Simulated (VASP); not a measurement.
A run of VASP 6.6.1 is set up as follows.

The input INCAR:

```
SYSTEM = Ti
ALGO     = Fast           ! electronic algorithm
EDIFF    = 1E-6           ! SCF threshold, eV
ENCUT    = 520            ! plane-wave cutoff, eV
GGA      = PS             ! functional
ISIF     = 2              ! what is computed and relaxed
ISMEAR   = 0              ! smearing method
LASPH    = .True.         ! aspherical terms in the spheres
LCHARG   = .False.        ! write CHGCAR
LREAL    = .False.        ! projectors in reciprocal space
LWAVE    = .False.        ! write WAVECAR
NBANDS   = 19             ! bands
NELM     = 100            ! most SCF steps
PREC     = Accurate       ! precision mode
SIGMA    = 0.15           ! smearing width, eV
```

KPOINTS

```
k-points
0
Gamma
  18 18 10
  0 0 0
```

File POSCAR:

```
Ti
1.0
    2.9499978604      0.0553124599      0.0000000000
   -1.4270969348      2.5271168583      0.0000000000
    0.0000000000      0.0000000000      4.6860000000
Ti
2
Direct
    0.3333333333      0.6666666667      0.2500000000
    0.6666666667      0.3333333333      0.7500000000
```

Potentials or basis: VASP PAW PBE potentials, release 64 (Ti_sv).

The run is started by

```sh
$ cat potpaw_PBE.64/Ti_sv/POTCAR > POTCAR
$ mpirun -np 1 vasp_std > vasp.out
```

Problem. Predict the largest force.

Solution. 0.095 eV/Å.

Problem. Estimate the pressure.

Solution. -6.3 GPa.

Problem. Estimate the band gap on the k mesh.

Solution. Zero (bands 12 and 13 overlap by 1.05 eV).

Stress tensor (GPa, compression positive):
```
-6.11 -2.23  0.00
-2.23 -6.02  0.00
 0.00  0.00 -6.80
```

Caveat: the cell differs from its parent crystal (strain +0.0375 x Voigt [0, 0, 0, 0, 0, 1]); the cell stands under tension; the PAW data sets were made with another functional, which shifts forces and pressure a little.
